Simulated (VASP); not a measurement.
# Rh (Fm-3m) in VASP: settings compared

Aim: see how the results for Rh move with the level of theory and the settings. Levels: PBE+D3(BJ), revPBE+D3(BJ), revPBE+D4, BLYP+D3(BJ), BLYP+D4. Tasks: single point.

All numbers are computed with VASP 6.6.1; they aren't measurements. Logs are shortened: lines on timing, memory, paths and dates and some standing lists are left out, and cuts for length are marked.

## Step 1: The cell of the first run

It takes space group Fm-3m (No. 225, cubic). Conventional cell: a = 3.796 Å, b = 3.796 Å, c = 3.796 Å, α = 90.00°, β = 90.00°, γ = 90.00°. Rh (site symmetry m-3m) has 12 Rh at 2.68 Å within 3.5 Å.

## Step 2: Single point, PBE+D3(BJ)

Contents of INCAR:

```
SYSTEM = Rh
ALGO = Normal
EDIFF = 1E-7
ENCUT = 520
GGA = PE
ISIF = 2
ISMEAR = -5
IVDW = 12
LASPH = .TRUE.
LCHARG = .FALSE.
LREAL = .FALSE.
LWAVE = .FALSE.
NBANDS = 14
NELM = 100
PREC = Accurate
SIGMA = 0.1
```

Contents of KPOINTS:

```
k-points
0
G
  12 12 12
  0 0 0
```

Contents of POSCAR:

```
Rh
1.0
    2.6839652100      0.0000000000      0.0000000000
    1.3419826050      2.3243820547      0.0000000000
    1.3419826050      0.7747940182      2.1914484173
Rh
1
Direct
    0.0000000000      0.0000000000      0.0000000000
```

Potentials or basis: VASP PAW PBE potentials, release 64 (Rh_pv).

Command:

```
$ cat potpaw_PBE.64/Rh_pv/POTCAR > POTCAR
$ mpirun -np 1 vasp_std > vasp.out
```

OUTCAR:

```text
SYSTEM = Rh
   EDIFF = 1E-7
   ENCUT = 520
   GGA = PE
   ISIF = 2
   ISMEAR = -5
   IVDW = 12
   LASPH = .TRUE.
   LREAL = .FALSE.
   NELM = 100
   PREC = Accurate
 IVDW          = 12

 ion  position               nearest neighbor table
   1  0.000  0.000  0.000-

  LATTYP: Found a face centered cubic cell.
 ALAT       =     3.7957000009

  Lattice vectors:

 A1 = (   2.6839652100,   0.0000000000,   0.0000000000)
 A2 = (   1.3419826050,   2.3243820547,   0.0000000000)
 A3 = (   1.3419826050,   0.7747940182,   2.1914484173)

Analysis of symmetry for initial positions (statically):
[... 33 lines left out ...]
                                     Primitive cell

  volume of cell :      13.6715

  direct lattice vectors                    reciprocal lattice vectors
     2.683965210  0.000000000  0.000000000     0.372583071 -0.215110936 -0.152106402
     1.341982605  2.324382055  0.000000000     0.000000000  0.430221873 -0.152106402
     1.341982605  0.774794018  2.191448417     0.000000000  0.000000000  0.456319205

  length of vectors
     2.683965210  2.683965210  2.683965210     0.456319205  0.456319205  0.456319205

  position of ions in fractional coordinates (direct lattice)
     0.000000000  0.000000000  0.000000000

  ion indices of the primitive-cell ions
   primitive index   ion index
                 1           1

----------------------------------------------------------------------------------------

 KPOINTS: k-points

Automatic generation of k-mesh.
 Grid dimensions read from file:
 generate k-points for:   12   12   12

 Generating k-lattice:

  Cartesian coordinates                     Fractional coordinates (reciprocal lattice)
     0.031048589 -0.017925911 -0.012675533     0.083333333  0.000000000  0.000000000
     0.000000000  0.035851823 -0.012675533     0.000000000  0.083333333  0.000000000
     0.000000000  0.000000000  0.038026600     0.000000000  0.000000000  0.083333333

  Length of vectors
     0.038026600  0.038026600  0.038026600

  Shift w.r.t. Gamma in fractional coordinates (k-lattice)
     0.000000000  0.000000000  0.000000000

 TETIRR: Found    247 inequivalent tetrahedra from    10368

 Subroutine IBZKPT returns following result:
 ===========================================

 Found     72 irreducible k-points:

 Following reciprocal coordinates:
            Coordinates               Weight
  0.000000  0.000000  0.000000      1.000000
  0.083333 -0.000000  0.000000      8.000000
  0.166667 -0.000000  0.000000      8.000000
  0.250000 -0.000000  0.000000      8.000000
  0.333333  0.000000  0.000000      8.000000
  0.416667 -0.000000  0.000000      8.000000
[... 16 lines left out ...]
  0.500000  0.166667  0.000000     24.000000
 -0.416667  0.166667 -0.000000     24.000000
 [... further k-points ...]
   k-points           NKPTS =     72   k-points in BZ     NKDIM =     72   number of bands    NBANDS=     14
   number of dos      NEDOS =    301   number of ions     NIONS =      1
   total plane-waves  NPLWV =   8000
   dimension x,y,z NGX =    20 NGY =   20 NGZ =   20
   dimension x,y,z NGXF=    40 NGYF=   40 NGZF=   40
   ions per type =               1
   NGX,Y,Z   is equivalent  to a cutoff of  12.39, 12.39, 12.39 a.u.
   NGXF,Y,Z  is equivalent  to a cutoff of  24.78, 24.78, 24.78 a.u.
 SYSTEM =  Rh
   PREC   = accura    normal or accurate (medium, high low for compatibility)
   ISTART =      0    job   : 0-new  1-cont  2-samecut
   ICHARG =      2    charge: 1-file 2-atom 10-const
   ISPIN  =      1    spin polarized calculation?
   LNONCOLLINEAR =      F non collinear calculations
   LSORBIT =      F    spin-orbit coupling
   LASPH  =      T    aspherical Exc in radial PAW
   ENCUT  =  520.0 eV  38.22 Ry    6.18 a.u.   4.99  4.99  4.99*2*pi/ulx,y,z
   NELM   =    100;   NELMIN=  2; NELMDL= -5     # of ELM steps
   EDIFF  = 0.1E-06   stopping-criterion for ELM
   LREAL  =      F    real-space projection
   EDIFFG = 0.1E-05   stopping-criterion for IOM
   NSW    =      0    number of steps for IOM
   IBRION =     -1    ionic relax: 0-MD 1-quasi-New 2-CG
   NFREE  =      0    steps in history (QN), initial steepest desc. (CG)
   ISIF   =      2    stress and relaxation
   ISYM   =      2    0-nonsym 1-usesym 2-fastsym
   POTIM  = 0.5000    time-step for ionic-motion
   TEBEG  =    0.0;   TEEND  =   0.0 temperature during run
   PSTRESS=    0.0 pullay stress
   NELECT =      15.0000    total number of electrons
   NUPDOWN=      -1.0000    fix difference up-down
   EMIN   =  10.00;   EMAX   =-10.00  energy-range for DOS
   EFERMI =   0.00;   METHOD = LEGACY
   ISMEAR =    -5;   SIGMA  =   0.10  broadening in eV -4-tet -1-fermi 0-gaus
   EFERMI_NEDOS =   21; number of points for ismear=-14 and -15
   IALGO  =     38    algorithm
   IMIX   =      4    mixing-type and parameters
     AMIX     =   0.40;   BMIX     =  1.00
     AMIX_MAG =   1.60;   BMIX_MAG =  1.00
  volume/ion in A,a.u.               =      13.67        92.26
  Fermi-wavevector in a.u.,A,eV,Ry     =   1.688496  3.190795 38.790465  2.851019
  Thomas-Fermi vector in A             =   2.770792
   LORBIT       =      0    0 simple, 1 ext, 2 COOP (PROOUT), +10 PAW based schemes
   GGA     = PE    functional components
   LHFCALC =     F    Hartree Fock is set to
   AEXX    =    0.0000 exact exchange contribution
   IVDW    =    12    specifies the selected vdW correction
   LEPSILON=     F    determine dielectric tensor
   LRPA    =     F    only Hartree local field effects (RPA)
 non-spin polarized calculation
 Fermi weights with tetrahedron method with Bloechl corrections
  energy-cutoff  :      520.00
  volume of cell :       13.67
 maximum number of plane-waves:       380
   NGX =  9   NGY =  9   NGZ =  9

 number of electron      15.0000007 magnetization

 Free energy of the ion-electron system (eV)
  ---------------------------------------------------
  ext. energy  EPLUGINS =         0.00000000
  ---------------------------------------------------
  free energy    TOTEN  =        -7.24384814 eV

  energy without entropy =       -7.24384814  energy(sigma->0) =       -7.24384814

 E-fermi :  11.9724     XC(G=0): -14.0713

 val. band max:       12.5668826222   @ k =   0.5000  -0.0000   0.0000
 cond. band min:      11.7539804204   @ k =   0.3333   0.0000   0.0000
 fundamental gap:     -0.8129022018
 Fermi energy:        11.9723501857

 k-point     1 :       0.0000    0.0000    0.0000
  band No.  band energies     occupation
      1     -34.4034      2.00000
      2     -34.4034      2.00000
      3     -34.4034      2.00000
      4       4.0068      2.00000
      5       8.8907      2.00000
      6       8.8907      2.00000
      7       8.8907      2.00000
      8      10.9921      2.00000
      9      10.9921      2.00000
     10      28.0014      0.00000
     11      32.4799      0.00000
     12      33.4928      0.00000
     13      33.4928      0.00000
     14      33.4928      0.00000

 k-point     2 :       0.0833   -0.0000    0.0000
  band No.  band energies     occupation
      1     -34.4550      2.00000
      2     -34.4103      2.00000
      3     -34.4103      2.00000
      4       4.2852      2.00000
      5       8.7712      2.00000
      6       8.9971      2.00000
      7       8.9971      2.00000
      8      10.9348      2.00000
      9      10.9348      2.00000
     10      28.3997      0.00000
     11      32.0991      0.00000
     12      32.4830      0.00000
     13      33.9020      0.00000
     14      33.9020      0.00000

 k-point     3 :       0.1667   -0.0000    0.0000
  band No.  band energies     occupation
      1     -34.5948      2.00000
      2     -34.4293      2.00000
      3     -34.4293      2.00000
      4       5.0243      2.00000
      5       8.5600      2.00000
      6       9.2127      2.00000
      7       9.2127      2.00000
      8      10.8865      2.00000
      9      10.8865      2.00000
     10      29.2289      0.00000
     11      29.7510      0.00000
     12      32.4802      0.00000
     13      35.0371      0.00000
     14      35.0371      0.00000

 k-point     4 :       0.2500   -0.0000    0.0000
  band No.  band energies     occupation
      1     -34.7828      2.00000
      2     -34.4551      2.00000
      3     -34.4551      2.00000
      4       5.7978      2.00000
      5       8.7717      2.00000
      6       9.2535      2.00000
      7       9.2535      2.00000
      8      11.1562      2.00000
      9      11.1562      2.11234
     10      27.1530      0.00000
     11      29.5981      0.00000
     12      32.4802      0.00000
     13      36.5001      0.00000
     14      36.5001      0.00000

 k-point     5 :       0.3333    0.0000    0.0000
  band No.  band energies     occupation
      1     -34.9674      2.00000
      2     -34.4808      2.00000
      3     -34.4808      2.00000
      4       6.0062      2.00000
      5       9.0737      2.00000
      6       9.0737      2.00000
      7      10.0091      2.00000
      8      11.7540      1.83330
      9      11.7540      0.95170
     10      24.4840      0.00000
     11      28.7250      0.00000
[... 276 lines left out ...]
 k-point    22 :       0.4167    0.1667    0.0000
  band No.  band energies     occupation
      1     -34.9947      2.00000
      2     -34.5776      2.00000
      3     -34.5488      2.00000
      4       6.5544      2.00000
      5       8.2724      2.00000
      6       9.0460      2.00000
      7       9.7717      2.00000
      8      12.5082     -0.09885
      9      13.6338     -0.00169
     10      23.8124      0.00000
     11      29.1482      0.00000
     12      31.3548      0.00000
     13      32.4741      0.00000
     14      33.1427      0.00000

 k-point    23 :       0.5000    0.1667    0.0000
  band No.  band energies     occupation
      1     -35.0737      2.00000
      2     -34.6175      2.00000
      3     -34.5495      2.00000
      4       6.5044      2.00000
      5       8.2082      2.00000
      6       9.5800      2.00000
      7       9.6815      2.00000
      8      12.6246      0.00000
      9      15.5699      0.00000
     10      21.2077      0.00000
     11      28.4029      0.00000
     12      31.5191      0.00000
     13      31.8627      0.00000
     14      32.4862      0.00000

 k-point    24 :      -0.4167    0.1667   -0.0000
  band No.  band energies     occupation
      1     -35.0802      2.00000
      2     -34.6421      2.00000
      3     -34.5341      2.00000
      4       6.5722      2.00000
      5       8.2221      2.00000
      6       9.4886      2.00000
      7       9.9238      2.00000
      8      12.2531      0.04277
      9      16.1452      0.00000
     10      20.7947      0.00000
     11      28.0743      0.00000
     12      30.9581      0.00000
     13      32.4824      0.00000
     14      32.6428      0.00000

 [... further k-points ...]

------------------------ aborting loop because EDIFF is reached ----------------------------------------

 Edisp (eV)   -0.65113

 E8    (eV) :    -0.2923

  FORCE on cell =-STRESS in cart. coord.  units (eV):
  Direction    XX          YY          ZZ          XY          YZ          ZX
  --------------------------------------------------------------------------------------
  -------------------------------------------------------------------------------------
  Total      -0.04508    -0.04508    -0.04508    -0.00000     0.00000    -0.00000
  in kB      -5.28313    -5.28313    -5.28313    -0.00000     0.00000    -0.00000
  external pressure =       -5.28 kB  Pullay stress =        0.00 kB

 VOLUME and BASIS-vectors are now :
 -----------------------------------------------------------------------------
  energy-cutoff  :      520.00
  volume of cell :       13.67
      direct lattice vectors                 reciprocal lattice vectors
     2.683965210  0.000000000  0.000000000     0.372583071 -0.215110936 -0.152106402
     1.341982605  2.324382055  0.000000000     0.000000000  0.430221873 -0.152106402
     1.341982605  0.774794018  2.191448417     0.000000000  0.000000000  0.456319205

 POSITION                                       TOTAL-FORCE (eV/Angst)
 -----------------------------------------------------------------------------------
      0.00000      0.00000      0.00000         0.000000      0.000000      0.000000
 -----------------------------------------------------------------------------------
    total drift:                                0.000000      0.000000      0.000000

  FREE ENERGIE OF THE ION-ELECTRON SYSTEM (eV)
  ---------------------------------------------------
  free  energy   TOTEN  =        -7.8949741616 eV

  energy  without entropy=       -7.8949741616  energy(sigma->0) =       -7.89497416
```

It took 11 s on 1 thread of Intel Xeon Platinum 8124M at 3.00GHz (Skylake/Cascade Lake), shared host; peak memory 0.14 GiB.

Results:

| Property | Result |
| --- | --- |
| Free energy | -7.8950 eV |
| Pressure | -0.5 GPa |
| Dispersion energy per atom | -0.651 eV |

Caveat: pairwise dispersion overbinds metals, which lowers pressure and volume; tetrahedron occupations give inexact forces and stress in metals.

## Step 3: Single point, revPBE+D3(BJ)

This run uses another cell than the first one, of 13.45 Å³/atom, 0.984 times its volume.

Contents of INCAR:

```
  PREC = Accurate
  ENCUT = 520
  EDIFF = 1E-7
  ISMEAR = -1
  SIGMA = 0.05
  LREAL = F
  LASPH = T
  NELM = 100
  ALGO = Normal
  ISIF = 2
  LWAVE = F
  LCHARG = F
  GGA = RE
  IVDW = 12
  NBANDS = 14
```

Contents of KPOINTS:

```
regular mesh
0
Gamma
  12 12 12
```

Contents of POSCAR:

```
Rh
1.0
    0.0000000000      1.8875158631      1.8875158631
    1.8875158631      0.0000000000      1.8875158631
    1.8875158631      1.8875158631      0.0000000000
Rh
1
Direct
    0.0000000000      0.0000000000      0.0000000000
```

Potentials or basis: VASP PAW PBE potentials, release 64 (Rh_pv).

Command:

```
$ cat potpaw_PBE.64/Rh_pv/POTCAR > POTCAR
$ mpirun -np 1 vasp_std > vasp.out
```

OUTCAR:

```text
PREC = Accurate
   ENCUT = 520
   EDIFF = 1E-7
   ISMEAR = -1
   LREAL = F
   LASPH = T
   NELM = 100
   ISIF = 2
   GGA = RE
   IVDW = 12
 IVDW          = 12

 ion  position               nearest neighbor table
   1  0.000  0.000  0.000-

  LATTYP: Found a face centered cubic cell.
 ALAT       =     3.7750317262

  Lattice vectors:

 A1 = (   0.0000000000,   1.8875158631,   1.8875158631)
 A2 = (   1.8875158631,   0.0000000000,   1.8875158631)
 A3 = (   1.8875158631,   1.8875158631,   0.0000000000)

Analysis of symmetry for initial positions (statically):
[... 33 lines left out ...]
                                     Primitive cell

  volume of cell :      13.4494

  direct lattice vectors                    reciprocal lattice vectors
     0.000000000  1.887515863  1.887515863    -0.264898436  0.264898436  0.264898436
     1.887515863  0.000000000  1.887515863     0.264898436 -0.264898436  0.264898436
     1.887515863  1.887515863  0.000000000     0.264898436  0.264898436 -0.264898436

  length of vectors
     2.669350533  2.669350533  2.669350533     0.458817550  0.458817550  0.458817550

  position of ions in fractional coordinates (direct lattice)
     0.000000000  0.000000000  0.000000000
[... 133 lines left out ...]
      2     -34.0704      2.00000
      3     -34.0704      2.00000
      4       4.2764      2.00000
      5       9.1798      2.00000
      6       9.1798      2.00000
      7       9.1798      2.00000
      8      11.3298      2.00000
      9      11.3298      2.00000
     10      28.3578      0.00000
     11      32.8394      0.00000
     12      33.9573      0.00000
     13      33.9573      0.00000
     14      33.9573      0.00000
[... 377 lines left out ...]
      1     -34.7859      2.00000
      2     -34.3225      2.00000
      3     -34.2082      2.00000
      4       6.8228      2.00000
      5       8.4898      2.00000
      6       9.7877      2.00000
      7      10.2428      2.00000
      8      12.6231      0.01516
      9      16.5791      0.00000
     10      21.3395      0.00000
     11      28.5338      0.00000
     12      31.4818      0.00000
     13      32.8406      0.00000
     14      33.2235      0.00000

 [... further k-points ...]

------------------------ aborting loop because EDIFF is reached ----------------------------------------

 Edisp (eV)   -1.25996

 E8    (eV) :    -0.8939

  FORCE on cell =-STRESS in cart. coord.  units (eV):
  Direction    XX          YY          ZZ          XY          YZ          ZX
  --------------------------------------------------------------------------------------
  -------------------------------------------------------------------------------------
  Total       0.01256     0.01256     0.01256     0.00000     0.00000     0.00000
  in kB       1.49585     1.49585     1.49585     0.00000     0.00000     0.00000
  external pressure =        1.50 kB  Pullay stress =        0.00 kB

 VOLUME and BASIS-vectors are now :
 -----------------------------------------------------------------------------
  energy-cutoff  :      520.00
  volume of cell :       13.45
      direct lattice vectors                 reciprocal lattice vectors
     0.000000000  1.887515863  1.887515863    -0.264898436  0.264898436  0.264898436
     1.887515863  0.000000000  1.887515863     0.264898436 -0.264898436  0.264898436
     1.887515863  1.887515863  0.000000000     0.264898436  0.264898436 -0.264898436

 POSITION                                       TOTAL-FORCE (eV/Angst)
 -----------------------------------------------------------------------------------
      0.00000      0.00000      0.00000         0.000000      0.000000      0.000000
 -----------------------------------------------------------------------------------
    total drift:                                0.000000     -0.000000      0.000000

  FREE ENERGIE OF THE ION-ELECTRON SYSTEM (eV)
  ---------------------------------------------------
  free  energy   TOTEN  =        -7.9797860772 eV

  energy  without entropy=       -7.9716520301  energy(sigma->0) =       -7.97571905
```

OSZICAR:

```text
N       E                     dE             d eps       ncg     rms          rms(c)
DAV:   1     0.119620823003E+03    0.11962E+03   -0.88535E+03  2030   0.116E+03
DAV:   2    -0.567228941457E+01   -0.12529E+03   -0.12013E+03  2274   0.342E+02
DAV:   3    -0.717863395502E+01   -0.15063E+01   -0.15043E+01  2382   0.412E+01
DAV:   4    -0.718401406247E+01   -0.53801E-02   -0.53800E-02  2268   0.251E+00
DAV:   5    -0.718405996410E+01   -0.45902E-04   -0.45901E-04  2370   0.206E-01    0.105E+01
DAV:   6    -0.674082799569E+01    0.44323E+00   -0.70593E-01  2112   0.119E+01    0.388E+00
DAV:   7    -0.672304441763E+01    0.17784E-01   -0.19908E-02  2292   0.183E+00    0.175E+00
DAV:   8    -0.671996368014E+01    0.30807E-02   -0.32695E-03  2154   0.765E-01    0.233E-01
DAV:   9    -0.671982512791E+01    0.13855E-03   -0.68146E-05  2130   0.112E-01    0.182E-02
DAV:  10    -0.671982392351E+01    0.12044E-05   -0.38584E-06  2274   0.256E-02    0.268E-03
DAV:  11    -0.671982405627E+01   -0.13276E-06   -0.28739E-07  2248   0.729E-03    0.865E-04
DAV:  12    -0.671982401207E+01    0.44201E-07   -0.87327E-09  1020   0.135E-03
   1 F= -.79797861E+01 E0= -.79757191E+01  d E =-.813405E-02
```

Run time: 5.2 s. Hardware: 1 thread of Intel Xeon 6975P-C (Granite Rapids), shared host; peak memory 0.14 GiB.

What came out:

```
Free energy                : -7.9798 eV
Pressure                   : 0.1 GPa
Dispersion energy per atom : -1.260 eV
```

Caveat: the PAW data sets were made with another functional, which shifts forces and pressure a little; pairwise dispersion overbinds metals, which lowers pressure and volume.

(Continued in part 2 of 2.)
